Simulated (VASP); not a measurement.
Wanted: the native input for a VASP 6.6.1 run.

| Property | Result |
| --- | --- |
| Task | electric field gradients |
| Functional | r2SCAN |
| Potentials or basis | VASP PAW PBE potentials, release 64 (Li_sv, Se) |
| Cutoff | 720 eV |
| k mesh | 8 × 8 × 8 |
| Occupations | fermi-dirac, width 0.03 eV |
| Spin | no spin polarisation |
| Dipole correction | no |
| Further INCAR settings | ALGO = Normal; EDIFF = 1e-08; NBANDS = 13 |

Crystal: Li2Se.

```xyz
3
Lattice="0.0000 2.9760 2.9760 2.9760 0.0000 2.9760 2.9760 2.9760 0.0000" Properties=species:S:1:pos:R:3 pbc="T T T"
Li    4.4641    4.4641    4.4641
Li    1.4880    1.4880    1.4880
Se    0.0000    0.0000    0.0000
```

The input as run:

POSCAR

```
Li2Se
1.0
    0.0000000000      2.9760442648      2.9760442648
    2.9760442648      0.0000000000      2.9760442648
    2.9760442648      2.9760442648      0.0000000000
Li Se
2 1
Direct
    0.7500000000      0.7500000000      0.7500000000
    0.2500000000      0.2500000000      0.2500000000
    0.0000000000      0.0000000000      0.0000000000
```

INCAR.step1

```
SYSTEM = Li2Se
ALGO = Normal
EDIFF = 1E-5
ENCUT = 720
GGA = PE
GGA_COMPAT = .False.
ISMEAR = -1
LASPH = .True.
LCHARG = .False.
LREAL = .False.
LWAVE = .True.
NBANDS = 13
NELM = 120
PREC = Accurate
SIGMA = 0.03
```

INCAR.step2

```
SYSTEM = Li2Se
ALGO = Normal
EDIFF = 1E-8
ENCUT = 720
GGA_COMPAT = .False.
ISIF = 2
ISMEAR = -1
ISTART = 1
LASPH = .True.
LCHARG = .False.
LEFG = .True.
LMIXTAU = .True.
LREAL = .False.
LWAVE = .False.
METAGGA = R2SCAN
NBANDS = 13
NELM = 120
PREC = Accurate
SIGMA = 0.03
```

KPOINTS

```
k-points
0
Gamma
  8 8 8
  0 0 0
```

Potentials or basis: VASP PAW PBE potentials, release 64 (Li_sv, Se).

Command:

```sh
$ cat potpaw_PBE.64/Li_sv/POTCAR potpaw_PBE.64/Se/POTCAR > POTCAR
$ cp INCAR.step1 INCAR
$ mpirun -np 1 vasp_std > vasp.out
$ cp INCAR.step2 INCAR
$ mpirun -np 1 vasp_std > vasp.out
```

It gave:

```yaml
Pressure: 0.5 GPa
Band_gap_on_the_k_mesh: 3.44 eV (least direct gap 4.26 eV)
Largest_electric_field_gradient_by_atom: zero within the noise of the run
```

Caveat: the PAW data sets were made with another functional, which shifts forces and pressure a little.

Wall time 87 s on 1 thread of Intel(R) Xeon(R) 6975P-C (Granite Rapids), with other jobs on the host, peak memory 0.26 GiB.
